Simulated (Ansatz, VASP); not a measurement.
## Two plane-wave programs on FePb2O4

File INCAR:

```
  PREC = Accurate
  ENCUT = 600
  EDIFF = 1E-7
  ISMEAR = 0
  SIGMA = 0.15
  LREAL = F
  LASPH = T
  NELM = 150
  ALGO = Normal
  ISIF = 3
  LWAVE = F
  LCHARG = F
  ISPIN = 2
  MAGMOM = 4 0 0 0 0 0 0
  LORBIT = 11
  LMAXMIX = 4
  GGA = PE
  IBRION = 2
  NSW = 36
  EDIFFG = -0.08
```

File KPOINTS:

```
regular mesh
0
Gamma
  3 3 3
```

File POSCAR:

```
FePb2O4
1.0
    5.3002816000      0.0000000000      0.0000000000
   -2.6501408000      4.5901785100      0.0000000000
    0.0000000000      0.0000000000      4.8088465300
Fe Pb O
1 2 4
Direct
    0.0000000000      0.0000000000      0.0000000000
    0.3333333300      0.6666666700      0.0000000000
    0.6666666700      0.3333333300      0.0000000000
    0.3333333300      0.6666666700      0.6282876200
    0.6666666700      0.3333333300      0.6282876200
    0.6666666700      0.3333333300      0.3717123800
    0.3333333300      0.6666666700      0.3717123800
```

Input for Ansatz:

```yaml
crystal:
  lattice:
    - [5.3002816, 0.0, 0.0]
    - [-2.6501408, 4.59017851, 0.0]
    - [0.0, 0.0, 4.80884653]
  atoms:
    - { symbol: Fe, position: [0.0, 0.0, 0.0], spin: 4.0 }
    - { symbol: Pb, position: [0.33333333, 0.66666667, 0.0] }
    - { symbol: Pb, position: [0.66666667, 0.33333333, 0.0] }
    - { symbol: O, position: [0.33333333, 0.66666667, 0.62828762] }
    - { symbol: O, position: [0.66666667, 0.33333333, 0.62828762] }
    - { symbol: O, position: [0.66666667, 0.33333333, 0.37171238] }
    - { symbol: O, position: [0.33333333, 0.66666667, 0.37171238] }
basis:
  ecutwfc: 420
kpoints:
  mp_grid: { grid: [3, 3, 3] }
hamiltonian:
  xc: pbe
scf:
  occupations: { method: gaussian, width: 0.15 }
  lower_state_search: "off"
output:
  forces: true
  stress: true
  eigenvalues: true
  populations: true
magnetization:
  spin_polarized: true
relax:
  adjacent_minimum: "off"
  f_tol: 0.08
  max_steps: 16
  cell: { stress_tol: 0.8 }
```

Alike in both runs: task relaxation of cell and atoms; functional PBE; k mesh 3 × 3 × 3; occupations gaussian, width 0.15 eV; collinear spin.

```csv
,VASP,Ansatz
version,VASP 6.6.1,Ansatz 0.2.0
potentials or method,"VASP PAW PBE potentials, release 64 (Fe, Pb_d, O), cutoff 600 eV","scalar-relativistic, plane waves, PAW"
valence electrons in the cell,60,68
```

Ansatz gave:

```
gap on the k mesh at the Fermi level, each at its own relaxed structure (eV) : none
net moment per atom (μB)                                                     : 0.75
size of the moment on the site where the two differ most (μB)                : 3.04
relaxed volume (Å³/atom)                                                     : 22.78
relaxed cell length with the largest relative difference (Å)                 : 5.445
```

Task: Estimate VASP's values.

Result: gap on the k mesh at the Fermi level, each at its own relaxed structure (eV): none; net moment per atom (μB): 0.74; size of the moment on the site where the two differ most (μB): 2.87; relaxed volume (Å³/atom): 21.93; relaxed cell length with the largest relative difference (Å): 5.329.

Site moments also hang on the region over which each program counts them. A gap of «none» marks a metal or a gap that the smearing closes. VASP's potentials hold 60 valence electrons a cell and Ansatz's 68, so a difference there can come from the potentials and not from the codes.

The k mesh is coarse, so the values compare programs but aren't converged. Neither program's run includes spin-orbit coupling. Noted on VASP's run: the standard files for N, O and F lose accuracy on very short bonds; the volume moved by over 15 % at a fixed basis, so the end points are rough.
